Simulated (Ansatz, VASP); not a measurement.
## MgO: VASP beside Ansatz

File INCAR:

```
SYSTEM = MgO
PREC = Accurate ; ENCUT = 520
EDIFF = 1E-6 ; ISMEAR = 0
SIGMA = 0.05 ; LREAL = .FALSE.
LASPH = .TRUE. ; NELM = 60
ALGO = Normal ; ISIF = 2
LWAVE = .FALSE. ; LCHARG = .FALSE.
GGA = PS ; NBANDS = 16
```

File KPOINTS:

```
regular mesh
0
G
  9 9 6
  0 0 0
```

Contents of POSCAR:

```
MgO
1.0
    3.2457000000      0.0000000000      0.0000000000
   -1.6228500000      2.8108586531      0.0000000000
    0.0000000000      0.0000000000      4.8186000000
Mg O
2 2
Direct
    0.3333333333      0.6666666667      0.0036583380
    0.6666666667      0.3333333333      0.5036583380
    0.3333333333      0.6666666667      0.4009416620
    0.6666666667      0.3333333333      0.9009416620
```

Input for Ansatz:

```yaml
crystal:
  lattice:
    - [3.2457, 0.0, 0.0]
    - [-1.62285, 2.8108586531, 0.0]
    - [0.0, 0.0, 4.8186]
  atoms:
    - { symbol: Mg, position: [0.3333333333, 0.6666666667, 0.003658338] }
    - { symbol: Mg, position: [0.6666666667, 0.3333333333, 0.503658338] }
    - { symbol: O, position: [0.3333333333, 0.6666666667, 0.400941662] }
    - { symbol: O, position: [0.6666666667, 0.3333333333, 0.900941662] }
basis:
  ecutwfc: 520.0
kpoints:
  mp_grid: { grid: [9, 9, 6] }
hamiltonian:
  xc: pbesol
  pseudopotentials: { kind: paw, azcp: { folder: soft_1 } }
scf:
  occupations: { method: gaussian, width: 0.05 }
output:
  forces: true
  stress: true
  eigenvalues: true
```

Alike in both runs: task single point; functional PBEsol; k mesh 9 × 9 × 6; occupations gaussian, width 0.05 eV; no spin polarisation.

|  | VASP | Ansatz |
| --- | --- | --- |
| version | VASP 6.6.1 | Ansatz 0.2.0 |
| potentials or method | VASP PAW PBE potentials, release 64 (Mg, O), cutoff 520 eV | scalar-relativistic, plane waves, PAW |
| valence electrons in the cell | 16 | 32 |

VASP gave:

| Item | Value |
| --- | --- |
| gap on the k mesh at the Fermi level (eV) | 3.74 |
| least direct gap on the mesh (eV) | 3.74 |
| pressure (GPa) | 10.3 |
| traceless stress, the component that is largest in VASP (GPa) | 3.01 |
| rms of the force components (eV/Å) | 0.239 |

Task: Estimate Ansatz's values.

Result: gap on the k mesh at the Fermi level (eV): 3.74; least direct gap on the mesh (eV): 3.74; pressure (GPa): 10.5; traceless stress, the component that is largest in VASP (GPa): 2.93; rms of the force components (eV/Å): 0.235.

VASP's potentials were made for PBE, not for PBEsol, and Ansatz warns of the same on its side. Atom by atom the forces differ by 0.004 eV/Å (rms over components). VASP's potentials hold 16 valence electrons a cell and Ansatz's 32, so a difference there can come from the potentials and not from the codes.
